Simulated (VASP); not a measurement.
Write the native input for VASP 6.6.1 that does the following.

* Task: single point
* Functional: PBE
* Potentials or basis: VASP PAW PBE potentials, release 64 (C)
* Cutoff: 520 eV
* k mesh: 3 × 3 × 3
* Occupations: fermi-dirac, width 0.24 eV
* Spin: no spin polarisation
* Dipole correction: no
* Further INCAR settings: LREAL = Auto; ALGO = Normal; EDIFF = 1e-07; NBANDS = 46

The structure of C lies in POSCAR:

```
C
1.0
    0.0000000000      3.6285350000      3.6285350000
    3.6285350000      0.0000000000      3.6285350000
    3.6285350000      3.6285350000      0.0000000000
C
16
Direct
   -0.0043681541      0.0081713419      0.0033484588
    0.1630547866      0.1274205706      0.1090109369
    0.0371913183      0.0089705625      0.4564238735
    0.1270347399      0.1521412912      0.6181420325
   -0.0078268502      0.5432495484     -0.0371775386
    0.1192354490      0.6320594951      0.1122353787
   -0.0295573834      0.5159244709      0.4777547964
    0.1658107198      0.6386461754      0.5842164951
    0.5252808640      0.0311420449     -0.0472642540
    0.6458116017      0.1397671512      0.1116841921
    0.4839418663      0.0250514326      0.4812686112
    0.6144077431      0.1600094804      0.5820806469
    0.4887785291      0.4917549369      0.0084744945
    0.6322799697      0.6492840775      0.0894162520
    0.5085385700      0.5184323701      0.4688255729
    0.6105080976      0.6392524807      0.6233507462
```

The input as run:

INCAR

```
SYSTEM = C
ALGO = Normal
EDIFF = 1E-7
ENCUT = 520
GGA = PE
ISIF = 2
ISMEAR = -1
LASPH = .True.
LCHARG = .True.
LELF = .True.
LREAL = Auto
LVHAR = .True.
LWAVE = .False.
NBANDS = 46
NELM = 60
PREC = Accurate
SIGMA = 0.24
```

KPOINTS

```
k-points
0
Gamma
  3 3 3
  0 0 0
```

Potentials or basis: VASP PAW PBE potentials, release 64 (C).

Run with:

```sh
$ cat potpaw_PBE.64/C/POTCAR > POTCAR
$ mpirun -np 1 vasp_std > vasp.out
```

It gave:

```yaml
Pressure: -11.5 GPa
Largest_force: 7.045 eV/Å
Band_gap_on_the_k_mesh: 2.25 eV, direct
```

Caveat: the k points lie up to 0.50 Å⁻¹ apart; forces of over 1 eV/Å act on the atoms, so gaps and moduli don't describe the material at rest.

Run time: 60 s on 1 thread of Intel(R) Xeon(R) 6975P-C (Granite Rapids), on a shared host, peak memory 0.24 GiB.
